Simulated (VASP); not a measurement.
**MgB2: vibrations by perturbation theory with PBE**

The system is MgB2.

```
CELL_PARAMETERS angstrom
3.08500 0.00000 0.00000
-1.54250 2.67169 0.00000
0.00000 0.00000 3.52300
ATOMIC_POSITIONS crystal
Mg 0.00000 0.00000 0.00000
B 0.33333 0.66667 0.50000
B 0.66667 0.33333 0.50000
```

```json
{"Program": "VASP 6.6.1", "Task": "vibrations by perturbation theory", "Functional": "PBE", "Potentials or basis": "VASP PAW PBE potentials, release 64 (Mg, B)", "Cutoff": "520 eV", "k mesh": "18 × 18 × 12", "Occupations": "methfessel-paxton, width 0.2 eV", "Spin": "no spin polarisation", "Dipole correction": "no", "Further INCAR settings": "ALGO = Normal; EDIFF = 1e-08; NBANDS = 11; IBRION = 8; NSW = 1"}
```

```
Highest phonon frequency at Γ : 685 cm⁻¹
```

Phonon frequencies in cm⁻¹ (negative: imaginary):
| q point | frequencies |
| --- | --- |
| (0.000, 0.000, 0.000) | 0 0 0 331 331 395 583 583 685 |

Run time: 14 min on 1 thread of Intel Xeon 8259CL, with other jobs on the host, peak memory 0.97 GiB.

Caveat: the cell stands under pressure or tension, which shifts response properties.
